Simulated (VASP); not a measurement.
Here is a VASP 6.6.1 calculation.

The input INCAR:

```
PREC     = Accurate       # precision mode
ENCUT    = 520            # plane-wave cutoff, eV
EDIFF    = 1E-7           # SCF threshold, eV
ISMEAR   = -1             # smearing method
SIGMA    = 0.05           # smearing width, eV
LREAL    = False          # projectors in reciprocal space
LASPH    = True           # aspherical terms in the spheres
NELM     = 60             # most SCF steps
ALGO     = Normal         # electronic algorithm
ISIF     = 2              # what is computed and relaxed
LWAVE    = False          # write WAVECAR
LCHARG   = False          # write CHGCAR
GGA      = PS             # functional
NBANDS   = 11             # bands
```

KPOINTS

```
regular mesh
0
Gamma
  10 10 8
```

File POSCAR:

```
MgB2
1.0
    3.0590796551      0.0000000000      0.0000000000
   -1.5295398276      2.6492406935      0.0000000000
    0.0000000000      0.0000000000      3.4603176132
Mg B
1 2
Direct
    0.0000000000      0.0000000000      0.0000000000
    0.6666666667      0.3333333333      0.5000000000
    0.3333333333      0.6666666667      0.5000000000
```

Potentials or basis: VASP PAW PBE potentials, release 64 (Mg, B).

Command:

```sh
$ cat potpaw_PBE.64/Mg/POTCAR potpaw_PBE.64/B/POTCAR > POTCAR
$ mpirun -np 1 vasp_std > vasp.out
```

Q: Estimate the pressure.

A: 2.0 GPa.

Q: Estimate the band gap on the k mesh.

A: Zero (bands 4 and 5 overlap by 2.61 eV).

Stress tensor (GPa, compression positive):
```
2.05 0.00 0.00
0.00 2.05 0.00
0.00 0.00 1.83
```

Caveat: the PAW data sets were made with another functional, which shifts forces and pressure a little.
